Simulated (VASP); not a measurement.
# Mg (Fd-3m) in VASP: a series of runs

Runs on Mg. Level: PBEsol. Tasks: single point.

Program: VASP 6.6.1. These are calculated values, not measurements. Logs are shortened: lines on timing, memory, paths and dates and some standing lists are left out, and cuts for length are marked.

### 1 The cell of the first run

It takes space group Fd-3m (No. 227, cubic). Conventional cell: a = 6.492 Å, b = 6.492 Å, c = 6.492 Å, α = 90.00°, β = 90.00°, γ = 90.00°. Within 3.7 Å of Mg (site symmetry -43m) lie 4 Mg at 2.81 Å.

### 2 Single point, PBEsol (volume scaled by 0.88)

Contents of INCAR:

```
SYSTEM = Mg
PREC     = Accurate       ! precision mode
ENCUT    = 520            ! plane-wave cutoff, eV
EDIFF    = 1E-6           ! SCF threshold, eV
ISMEAR   = -1             ! smearing method
SIGMA    = 0.1            ! smearing width, eV
LREAL    = .False.        ! projectors in reciprocal space
LASPH    = .True.         ! aspherical terms in the spheres
NELM     = 100            ! most SCF steps
ALGO     = Normal         ! electronic algorithm
ISIF     = 2              ! what is computed and relaxed
LWAVE    = .False.        ! write WAVECAR
LCHARG   = .False.        ! write CHGCAR
GGA      = PS             ! functional
NBANDS   = 9              ! bands
```

Contents of KPOINTS:

```
regular mesh
0
Gamma
  9 9 9
  0 0 0
```

Contents of POSCAR:

```
Mg
1.0
    0.0000000000      3.2459808786      3.2459808786
    3.2459808786      0.0000000000      3.2459808786
    3.2459808786      3.2459808786      0.0000000000
Mg
2
Direct
    0.1250000000      0.1250000000      0.1250000000
    0.8750000000      0.8750000000      0.8750000000
```

Potentials or basis: VASP PAW PBE potentials, release 64 (Mg).

The run is started by

```console
cat potpaw_PBE.64/Mg/POTCAR > POTCAR
mpirun -np 1 vasp_std > vasp.out
```

OUTCAR:

```text
SYSTEM = Mg
   PREC = Accurate
   ENCUT = 520
   EDIFF = 1E-6
   ISMEAR = -1
   LREAL = .False.
   LASPH = .True.
   NELM = 100
   ISIF = 2
   GGA = PS

 ion  position               nearest neighbor table
   1  0.125  0.125  0.125-   2 2.81   2 2.81   2 2.81   2 2.81
   2  0.875  0.875  0.875-   1 2.81   1 2.81   1 2.81   1 2.81

  LATTYP: Found a face centered cubic cell.
 ALAT       =     6.4919617572

  Lattice vectors:

 A1 = (   0.0000000000,   3.2459808786,   3.2459808786)
 A2 = (   3.2459808786,   0.0000000000,   3.2459808786)
 A3 = (   3.2459808786,   3.2459808786,   0.0000000000)

Analysis of symmetry for initial positions (statically):
=====================================================================
 Subroutine PRICEL returns:
 Original cell was already a primitive cell.

 Routine SETGRP: Setting up the symmetry group for a
 face centered cubic supercell.

 Subroutine GETGRP returns: Found 48 space group operations
 (whereof 12 operations were pure point group operations)
 out of a pool of 48 trial point group operations.

The static configuration has the point symmetry D_3d.
 The point group associated with its full space group is O_h .

Analysis of symmetry for dynamics (positions and initial velocities):
=====================================================================
 Subroutine PRICEL returns:
 Original cell was already a primitive cell.

 Routine SETGRP: Setting up the symmetry group for a
 face centered cubic supercell.

 Subroutine GETGRP returns: Found 48 space group operations
 (whereof 12 operations were pure point group operations)
 out of a pool of 48 trial point group operations.

The dynamic configuration has the point symmetry D_3d.
 The point group associated with its full space group is O_h .

 Subroutine INISYM returns: Found 48 space group operations
 (whereof 12 operations are pure point group operations),
 and found     1 'primitive' translations

----------------------------------------------------------------------------------------

                                     Primitive cell

  volume of cell :      68.4019

  direct lattice vectors                    reciprocal lattice vectors
     0.000000000  3.245980879  3.245980879    -0.154036644  0.154036644  0.154036644
     3.245980879  0.000000000  3.245980879     0.154036644 -0.154036644  0.154036644
     3.245980879  3.245980879  0.000000000     0.154036644  0.154036644 -0.154036644

  length of vectors
     4.590510182  4.590510182  4.590510182     0.266799293  0.266799293  0.266799293

  position of ions in fractional coordinates (direct lattice)
     0.125000000  0.125000000  0.125000000
     0.875000000  0.875000000  0.875000000

  ion indices of the primitive-cell ions
   primitive index   ion index
                 1           1
                 2           2

----------------------------------------------------------------------------------------

 KPOINTS: regular mesh

Automatic generation of k-mesh.
 Grid dimensions read from file:
 generate k-points for:    9    9    9

 Generating k-lattice:

  Cartesian coordinates                     Fractional coordinates (reciprocal lattice)
    -0.017115183  0.017115183  0.017115183     0.111111111  0.000000000  0.000000000
     0.017115183 -0.017115183  0.017115183     0.000000000  0.111111111  0.000000000
     0.017115183  0.017115183 -0.017115183     0.000000000  0.000000000  0.111111111

  Length of vectors
     0.029644366  0.029644366  0.029644366

  Shift w.r.t. Gamma in fractional coordinates (k-lattice)
     0.000000000  0.000000000  0.000000000

 Subroutine IBZKPT returns following result:
 ===========================================

 Found     35 irreducible k-points:

 Following reciprocal coordinates:
            Coordinates               Weight
  0.000000  0.000000  0.000000      1.000000
  0.111111  0.000000  0.000000      8.000000
  0.222222  0.000000  0.000000      8.000000
  0.333333  0.000000  0.000000      8.000000
  0.444444  0.000000  0.000000      8.000000
  0.111111  0.111111  0.000000      6.000000
[... 16 lines left out ...]
 -0.333333  0.333333  0.000000     12.000000
  0.444444  0.444444  0.000000      6.000000
 [... further k-points ...]
   k-points           NKPTS =     35   k-points in BZ     NKDIM =     35   number of bands    NBANDS=      9
   number of dos      NEDOS =    301   number of ions     NIONS =      2
   total plane-waves  NPLWV =  46656
   dimension x,y,z NGX =    36 NGY =   36 NGZ =   36
   dimension x,y,z NGXF=    72 NGYF=   72 NGZF=   72
   ions per type =               2
   NGX,Y,Z   is equivalent  to a cutoff of  13.04, 13.04, 13.04 a.u.
   NGXF,Y,Z  is equivalent  to a cutoff of  26.07, 26.07, 26.07 a.u.
 SYSTEM =  Mg
   PREC   = accura    normal or accurate (medium, high low for compatibility)
   ISTART =      0    job   : 0-new  1-cont  2-samecut
   ICHARG =      2    charge: 1-file 2-atom 10-const
   ISPIN  =      1    spin polarized calculation?
   LNONCOLLINEAR =      F non collinear calculations
   LSORBIT =      F    spin-orbit coupling
   LASPH  =      T    aspherical Exc in radial PAW
   ENCUT  =  520.0 eV  38.22 Ry    6.18 a.u.   8.54  8.54  8.54*2*pi/ulx,y,z
   NELM   =    100;   NELMIN=  2; NELMDL= -5     # of ELM steps
   EDIFF  = 0.1E-05   stopping-criterion for ELM
   LREAL  =      F    real-space projection
   EDIFFG = 0.1E-04   stopping-criterion for IOM
   NSW    =      0    number of steps for IOM
   IBRION =     -1    ionic relax: 0-MD 1-quasi-New 2-CG
   NFREE  =      0    steps in history (QN), initial steepest desc. (CG)
   ISIF   =      2    stress and relaxation
   ISYM   =      2    0-nonsym 1-usesym 2-fastsym
   POTIM  = 0.5000    time-step for ionic-motion
   TEBEG  =    0.0;   TEEND  =   0.0 temperature during run
   PSTRESS=    0.0 pullay stress
   NELECT =       4.0000    total number of electrons
   NUPDOWN=      -1.0000    fix difference up-down
   EMIN   =  10.00;   EMAX   =-10.00  energy-range for DOS
   EFERMI =   0.00;   METHOD = LEGACY
   ISMEAR =    -1;   SIGMA  =   0.10  broadening in eV -4-tet -1-fermi 0-gaus
   EFERMI_NEDOS =   21; number of points for ismear=-14 and -15
   IALGO  =     38    algorithm
   IMIX   =      4    mixing-type and parameters
     AMIX     =   0.40;   BMIX     =  1.00
     AMIX_MAG =   1.60;   BMIX_MAG =  1.00
  volume/ion in A,a.u.               =      34.20       230.80
  Fermi-wavevector in a.u.,A,eV,Ry     =   0.635437  1.200801  5.493755  0.403780
  Thomas-Fermi vector in A             =   1.699769
   LORBIT       =      0    0 simple, 1 ext, 2 COOP (PROOUT), +10 PAW based schemes
   GGA     = PS    functional components
   LHFCALC =     F    Hartree Fock is set to
   AEXX    =    0.0000 exact exchange contribution
   IVDW    =     0    specifies the selected vdW correction
   LEPSILON=     F    determine dielectric tensor
   LRPA    =     F    only Hartree local field effects (RPA)
 non-spin polarized calculation
  energy-cutoff  :      520.00
  volume of cell :       68.40
 maximum number of plane-waves:      1863
 NGX is ok and might be reduce to    36
   NGX = 17   NGY = 17   NGZ = 17

 number of electron       4.0000000 magnetization

 Free energy of the ion-electron system (eV)
  ---------------------------------------------------
  ext. energy  EPLUGINS =         0.00000000
  ---------------------------------------------------
  free energy    TOTEN  =        -1.75319855 eV

  energy without entropy =       -1.71758835  energy(sigma->0) =       -1.73539345

 E-fermi :   0.5909     XC(G=0):  -7.2176

 val. band max:        0.5740336852   @ k =  -0.2222   0.2222   0.0000
 cond. band min:       0.7318493822   @ k =  -0.4444   0.3333   0.1111
 fundamental gap:      0.1578156970
 Fermi energy:         0.5909296024

 k-point     1 :       0.0000    0.0000    0.0000
  band No.  band energies     occupation
      1      -4.8189      2.00000
      2       4.2205      0.00000
      3       4.2205      0.00000
      4       4.2205      0.00000
      5       5.2413      0.00000
      6       5.2413      0.00000
      7       5.2413      0.00000
      8       7.6364      0.00000
      9       8.0980      0.00000

 k-point     2 :       0.1111    0.0000    0.0000
  band No.  band energies     occupation
      1      -4.6923      2.00000
      2       3.0569      0.00000
      3       3.9569      0.00000
      4       3.9569      0.00000
      5       5.5140      0.00000
      6       5.6102      0.00000
      7       5.6102      0.00000
      8       7.7271      0.00000
      9       7.7271      0.00000

 k-point     3 :       0.2222    0.0000    0.0000
  band No.  band energies     occupation
      1      -4.3162      2.00000
      2       1.4115      0.00055
      3       3.6071      0.00000
      4       3.6071      0.00000
      5       5.3855      0.00000
      6       5.8818      0.00000
      7       5.8818      0.00000
      8       7.5936      0.00000
      9       7.5936      0.00000

 k-point     4 :       0.3333    0.0000    0.0000
  band No.  band energies     occupation
      1      -3.7072      2.00000
      2      -0.1069      1.99814
      3       3.3820      0.00000
      4       3.3820      0.00000
      5       5.2135      0.00000
      6       5.5367      0.00000
      7       5.5367      0.00000
      8       7.7027      0.00000
      9       8.5639      0.00000
[... 205 lines left out ...]
 k-point    22 :      -0.4444    0.3333    0.0000
  band No.  band energies     occupation
      1      -1.9730      2.00000
      2      -0.8422      2.00000
      3       0.2812      1.91353
      4       1.9999      0.00000
      5       3.5058      0.00000
      6       5.6741      0.00000
      7       8.4511      0.00000
      8       9.1999      0.00000
      9       9.8922      0.00000

 k-point    23 :      -0.3333    0.3333    0.0000
  band No.  band energies     occupation
      1      -2.0594      2.00000
      2      -0.7491      2.00000
      3      -0.0578      1.99696
      4       2.3142      0.00000
      5       3.8571      0.00000
      6       7.2012      0.00000
      7       8.1386      0.00000
      8       8.1596      0.00000
      9       8.9652      0.00000

 k-point    24 :       0.4444    0.4444    0.0000
  band No.  band energies     occupation
      1      -2.1808      2.00000
      2      -0.7795      2.00000
      3       1.7126      0.00003
      4       1.7126      0.00003
      5       3.1199      0.00000
      6       3.2395      0.00000
      7      10.5554      0.00000
      8      10.5554      0.00000
      9      10.9660      0.00000

 [... further k-points ...]
[... 5 lines left out ...]
  --------------------------------------------------------------------------------------
  -------------------------------------------------------------------------------------
  Total        0.8701248      0.8701248      0.8701248      0.0000000      0.0000000      0.0000000
  in kB       20.3809414     20.3809414     20.3809414      0.0000000      0.0000000      0.0000000
  external PRESSURE =      20.3809414 kB  Pullay stress =       0.0000000 kB

 VOLUME and BASIS-vectors are now :
 -----------------------------------------------------------------------------
  energy-cutoff  :      520.00
  volume of cell :       68.40
      direct lattice vectors                 reciprocal lattice vectors
     0.000000000  3.245980879  3.245980879    -0.154036644  0.154036644  0.154036644
     3.245980879  0.000000000  3.245980879     0.154036644 -0.154036644  0.154036644
     3.245980879  3.245980879  0.000000000     0.154036644  0.154036644 -0.154036644

 POSITION                                       TOTAL-FORCE (eV/Angst)
 -----------------------------------------------------------------------------------
      0.81150      0.81150      0.81150         0.000000      0.000000     -0.000000
      5.68047      5.68047      5.68047        -0.000000     -0.000000      0.000000
 -----------------------------------------------------------------------------------
    total drift:                               -0.000000      0.000000      0.000000

  FREE ENERGIE OF THE ION-ELECTRON SYSTEM (eV)
  ---------------------------------------------------
  free  energy   TOTEN  =        -1.7531985500 eV

  energy  without entropy=       -1.7175883507  energy(sigma->0) =       -1.73539345
```

Wall time 18 s (1 thread of Intel Xeon 6975P-C, shared host); peak memory 0.2 GiB.

Results:

- Free energy: -1.7532 eV
- Pressure: 2.0 GPa
- Band gap on the k mesh: zero (band 2 reaches 4.22 eV, above the bottom of band 3 at -0.06 eV)

Levels at points of the mesh, in eV from the Fermi level:
```csv
k point,band 1,band 2,band 3,band 4,band 5,band 6
"(0.00, 0.00, 0.00)",-5.41,3.63,3.63,3.63,4.65,4.65
```

Caveat: the PAW data sets were made with another functional, which shifts forces and pressure a little.

### 3 Single point, PBEsol (volume scaled by 0.92)

Contents of INCAR:

```
SYSTEM = Mg
ALGO = Normal
EDIFF = 1E-7
ENCUT = 520
GGA = PS
ISIF = 2
ISMEAR = -1
LASPH = .True.
LCHARG = .False.
LREAL = .False.
LWAVE = .False.
NBANDS = 9
NELM = 60
PREC = Accurate
SIGMA = 0.1
```

Contents of KPOINTS:

```
k-points
0
Gamma
  9 9 9
  0 0 0
```

Contents of POSCAR:

```
Mg
1.0
    0.0000000000      3.2944354980      3.2944354980
    3.2944354980      0.0000000000      3.2944354980
    3.2944354980      3.2944354980      0.0000000000
Mg
2
Direct
    0.1250000000      0.1250000000      0.1250000000
    0.8750000000      0.8750000000      0.8750000000
```

Potentials or basis: VASP PAW PBE potentials, release 64 (Mg).

The run is started by

```console
cat potpaw_PBE.64/Mg/POTCAR > POTCAR
mpirun -np 1 vasp_std > vasp.out
```

Wall time 18 s (1 thread of Intel Xeon 6975P-C, shared host); peak memory 0.2 GiB.

The run converged. Its results:

| Property | Result |
| --- | --- |
| Free energy | -1.7847 eV |
| Pressure | 1.2 GPa |
| Band gap on the k mesh | zero (band 2 reaches 3.94 eV, above the bottom of band 3 at -0.16 eV) |

Levels at points of the mesh, in eV from the Fermi level:
| k point | band 1 | band 2 | band 3 | band 4 | band 5 | band 6 |
| --- | --- | --- | --- | --- | --- | --- |
| (0.00, 0.00, 0.00) | -5.27 | 3.51 | 3.51 | 3.51 | 4.54 | 4.54 |

Caveat: the PAW data sets were made with another functional, which shifts forces and pressure a little.
